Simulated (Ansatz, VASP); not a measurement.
Two plane-wave programs on Al8B4P9N3

```xyz
24
Lattice="-4.9901 -5.0558 -0.1361 0.1104 5.0820 5.0421 -4.8917 4.8194 -4.8921" Properties=species:S:1:pos:R:3 pbc="T T T"
B    -4.8490   -0.2551    0.0884
B    -2.4177    2.3824    0.1107
B    -7.3352    4.2647   -2.9693
B    -0.1412    2.5155    2.6814
N    -6.2001    3.5466   -3.5855
N    -5.7058    6.6481   -1.0619
N    -3.7387    6.4238    1.2710
Al   -6.9901    7.3890    0.0622
Al   -5.0418    4.6890   -4.7937
Al   -7.3552   -0.1772   -2.3733
Al   -4.9359    2.3904   -2.5691
Al   -7.4836    2.3397    0.0734
Al   -4.7583    5.4193   -0.0455
Al   -4.7770    2.4169    2.4588
Al   -2.6405    5.2313    2.2963
P    -8.8060    1.1500   -3.5983
P    -5.9499    0.9723   -0.9768
P    -3.6288    3.5385   -0.9544
P    -3.4457    0.9530    1.1566
P    -1.1792    3.6158    1.2870
P    -8.5856    3.5322   -1.5940
P    -6.0479    3.8329    1.0882
P    -3.7569   -1.2245   -1.1976
P    -1.4446    1.2886   -1.1783
```

Alike in both runs: functional PBEsol; k mesh 4 × 4 × 3; occupations gaussian, width 0.1 eV; no spin polarisation.

Ansatz relaxed the structure, and its values are those at the end. VASP's run is a single point on that final structure, the one shown.

|  | VASP | Ansatz |
| --- | --- | --- |
| version | VASP 6.6.1 | Ansatz 0.2.0 |
| potentials or method | VASP PAW PBE potentials, release 64 (B, N, Al, P), cutoff 520 eV | scalar-relativistic, plane waves, PAW |
| valence electrons in the cell | 96 | 96 |

```csv
,VASP,Ansatz,Ansatz less VASP
gap on the k mesh at the Fermi level (eV),0.42,0.42,+0.001
least direct gap on the mesh (eV),0.43,0.43,+0.001
pressure (GPa),0.0,0.0,-0.05
rms of the force components (eV/Å),0.020,0.015,-0.0049
```

VASP's potentials were made for PBE, not for PBEsol.
